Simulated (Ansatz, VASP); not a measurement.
## F in VASP and in Ansatz

INCAR

```
SYSTEM = F
ALGO = Normal
EDIFF = 1E-7
ENCUT = 520
GGA = PE
ISIF = 2
ISMEAR = 0
IVDW = 12
LASPH = .True.
LCHARG = .True.
LELF = .True.
LREAL = .False.
LVHAR = .True.
LWAVE = .False.
NBANDS = 22
NELM = 80
PREC = Accurate
SIGMA = 0.05
```

Contents of KPOINTS:

```
k-points
0
Gamma
  8 8 4
  0 0 0
```

POSCAR

```
F
1.0
    2.7896868447     -1.7731105810      0.2944038384
    2.7896868447      1.7731105810      0.2944038384
   -0.8275475154      0.0000000000      6.6787676080
F
4
Direct
    0.9138648456      0.5855481450      0.0939279973
    0.4144518550      0.0861351544      0.4060720027
    0.0861351544      0.4144518550      0.9060720027
    0.5855481450      0.9138648456      0.5939279973
```

Input for Ansatz:

```yaml
crystal:
  lattice:
    - [2.7896868447, -1.773110581, 0.2944038384]
    - [2.7896868447, 1.773110581, 0.2944038384]
    - [-0.8275475154, 0.0, 6.678767608]
  atoms:
    - { symbol: F, position: [0.9138648456, 0.585548145, 0.0939279973] }
    - { symbol: F, position: [0.414451855, 0.0861351544, 0.4060720027] }
    - { symbol: F, position: [0.0861351544, 0.414451855, 0.9060720027] }
    - { symbol: F, position: [0.585548145, 0.9138648456, 0.5939279973] }
basis:
  ecutwfc: 520.0
kpoints:
  mp_grid: { grid: [8, 8, 4] }
hamiltonian:
  xc: pbe
  dispersion: d3bj
scf:
  occupations: { method: gaussian, width: 0.05 }
output:
  forces: true
  stress: true
  eigenvalues: true
```

Change from the starting cell: volume 16.734 Å^3 an atom, stretch along a over the lengths across it, relative to the relaxed cell 1.0000.

Alike in both runs: task single point; functional PBE; dispersion D3(BJ); k mesh 8 × 8 × 4; occupations gaussian, width 0.05 eV; no spin polarisation.

|  | VASP | Ansatz |
| --- | --- | --- |
| version | VASP 6.6.1 | Ansatz 0.2.0 |
| potentials or method | VASP PAW PBE potentials, release 64 (F), cutoff 520 eV | scalar-relativistic, plane waves, PAW |
| valence electrons in the cell | 28 | 28 |

|  | VASP | Ansatz | Ansatz less VASP |
| --- | --- | --- | --- |
| gap on the k mesh at the Fermi level (eV) | 3.10 | 3.18 | +0.075 |
| least direct gap on the mesh (eV) | 3.10 | 3.18 | +0.075 |
| pressure (GPa) | 1.7 | 1.3 | -0.36 |
| traceless stress, the component that is largest in VASP (GPa) | 2.90 | 1.64 | -1.260 |
| rms of the force components (eV/Å) | 0.523 | 0.294 | -0.2292 |

Atom by atom the forces differ by 0.229 eV/Å (rms over components).
